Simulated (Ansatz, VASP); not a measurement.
**One calculation of BP, two programs**

INCAR

```
ALGO = Normal ; EDIFF = 1E-6
ENCUT = 500 ; GGA = PS
GGA_COMPAT = False ; ISIF = 2
ISMEAR = 0 ; LASPH = True
LCHARG = False ; LREAL = False
LWAVE = False ; NBANDS = 11
NELM = 120 ; PREC = Accurate
SIGMA = 0.01
```

KPOINTS

```
k-points
0
Gamma
  8 8 8
```

POSCAR

```
BP
1.0
    0.0000000000      2.2600712690      2.2600712690
    2.2600712690      0.0000000000      2.2600712690
    2.2600712690      2.2600712690      0.0000000000
B P
1 1
Direct
    0.0000000000      0.0000000000      0.0000000000
    0.2500000000      0.2500000000      0.2500000000
```

Input for Ansatz:

```yaml
crystal:
  lattice:
    - [0.0, 2.260071269, 2.260071269]
    - [2.260071269, 0.0, 2.260071269]
    - [2.260071269, 2.260071269, 0.0]
  atoms:
    - { symbol: B, position: [0.0, 0.0, 0.0] }
    - { symbol: P, position: [0.25, 0.25, 0.25] }
basis:
  ecutwfc: 600.0
kpoints:
  mp_grid: { grid: [8, 8, 8] }
  band_path:
    path:
      - [0.0, 0.0, 0.0]
      - [0.0, 0.0, 0.0]
      - [0.4168436937, 0.4168436937, 0.0]
      - [0.5, 0.5, 0.5]
      - [0.0043164182, 0.0043164182, 0.0]
      - [-0.0043164182, -0.0043164182, 0.0]
      - [0.0049841704, 0.0049841704, 0.0049841704]
      - [-0.0049841704, -0.0049841704, -0.0049841704]
      - [0.0043164182, 0.0043164182, 0.0]
      - [-0.0043164182, -0.0043164182, 0.0]
      - [0.4211601118, 0.4211601118, 0.0]
      - [0.4125272755, 0.4125272755, 0.0]
      - [0.4168436937, 0.4211601118, 0.0043164182]
      - [0.4168436937, 0.4125272755, -0.0043164182]
      - [0.5049841704, 0.5049841704, 0.5049841704]
      - [0.4950158296, 0.4950158296, 0.4950158296]
      - [0.4969478314, 0.5030521686, 0.5]
      - [0.5030521686, 0.4969478314, 0.5]
    npoints: 1
hamiltonian:
  xc: pbesol
  pseudopotentials: { kind: paw, azcp: { folder: soft_1 } }
scf:
  occupations: { method: fixed }
  n_extra_bands: 5
output:
  forces: true
  stress: true
  eigenvalues: true
```

Alike in both runs: task single point; functional PBEsol; k mesh 8 × 8 × 8; no spin polarisation.

```csv
,VASP,Ansatz
version,VASP 6.6.1,Ansatz 0.2.0
potentials or method,"VASP PAW PBE potentials, release 64 (B, P), cutoff 500 eV","scalar-relativistic, plane waves, PAW"
occupations,"gaussian, width 0.01 eV",fixed
valence electrons in the cell,8,8
```

Ansatz gave:

| Property | Result |
| --- | --- |
| gap on the k mesh at the Fermi level (eV) | 1.15 |
| least direct gap on the mesh (eV) | 3.38 |
| pressure (GPa) | 0.0 |

**Question.** Which values does VASP return?

**Answer.** gap on the k mesh at the Fermi level (eV): 1.15; least direct gap on the mesh (eV): 3.37; pressure (GPa): 0.1.

VASP's potentials were made for PBE, not for PBEsol, and Ansatz warns of the same on its side.
